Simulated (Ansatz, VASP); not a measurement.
## CsCl in VASP and in Ansatz

```
Cs Cl
1.0
     3.96923    0.00000    0.00000
     0.00000    3.96923    0.00000
     0.00000    0.00000    3.96923
Cs Cl
1 1
Direct
  0.00000 0.00000 0.00000
  0.50000 0.50000 0.50000
```

Alike in both runs: task relaxation of cell and atoms; functional LDA; k mesh 6 × 6 × 6; occupations gaussian, width 0.02 eV; no spin polarisation.

|  | VASP | Ansatz |
| --- | --- | --- |
| version | VASP 6.6.1 | Ansatz 0.2.0 |
| potentials or method | VASP PAW LDA potentials, release 64 (Cs_sv, Cl), cutoff 500 eV | scalar-relativistic, plane waves, PAW |
| valence electrons in the cell | 16 | 16 |

|  | VASP | Ansatz | Ansatz less VASP |
| --- | --- | --- | --- |
| gap on the k mesh at the Fermi level, each at its own relaxed structure (eV) | 4.97 | 4.99 | +0.021 |
| relaxed volume (Å³/atom) | 31.36 | 31.27 | -0.093 |
| relaxed cell length with the largest relative difference (Å) | 3.973 | 3.969 | -0.0039 |

LDA's correlation is that of Perdew and Zunger in VASP and of Perdew and Wang (1992) in Ansatz.

Neither program's run includes spin-orbit coupling.
